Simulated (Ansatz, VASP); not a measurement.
**Os4C in VASP and in Ansatz**

```
Os C
1.0
     0.00000    4.08444    4.08444
     4.08444    0.00000    4.08444
     4.08444    4.08444    0.00000
Os C
8 2
Cartesian
  7.2533 7.2533 7.2533
  5.0000 5.0000 7.2533
  5.0000 7.2533 5.0000
  5.2111 5.2111 2.9578
  2.9578 2.9578 2.9578
  7.2533 5.0000 5.0000
  5.2111 2.9578 5.2111
  2.9578 5.2111 5.2111
  4.0844 4.0844 4.0844
  6.1267 6.1267 6.1267
```

Change from the starting cell: species swapped into the Ba4Rh type (Fd-3m, No. 227).

Alike in both runs: functional PBE; k mesh 8 × 8 × 8; occupations gaussian, width 0.1 eV; no spin polarisation.

Ansatz relaxed the structure, and its values are those at the end. VASP's run is a single point on that final structure, the one shown.

|  | VASP | Ansatz |
| --- | --- | --- |
| version | VASP 6.6.1 | Ansatz 0.2.0 |
| potentials or method | VASP PAW PBE potentials, release 64 (Os, C), cutoff 520 eV | scalar-relativistic, plane waves, PAW |
| valence electrons in the cell | 72 | 136 |

VASP gave:

| Item | Value |
| --- | --- |
| gap on the k mesh at the Fermi level (eV) | none |
| pressure (GPa) | 1.1 |
| rms of the force components (eV/Å) | 0.091 |

Which values does Ansatz return?

gap on the k mesh at the Fermi level (eV): none; pressure (GPa): 0.0; rms of the force components (eV/Å): 0.000.

A gap of «none» marks a metal or a gap that the smearing closes. The functional is the same, so the differences come from potentials, cutoffs and numerics. VASP's potentials hold 72 valence electrons a cell and Ansatz's 136, so a difference there can come from the potentials and not from the codes.

Spin-orbit coupling is off throughout.
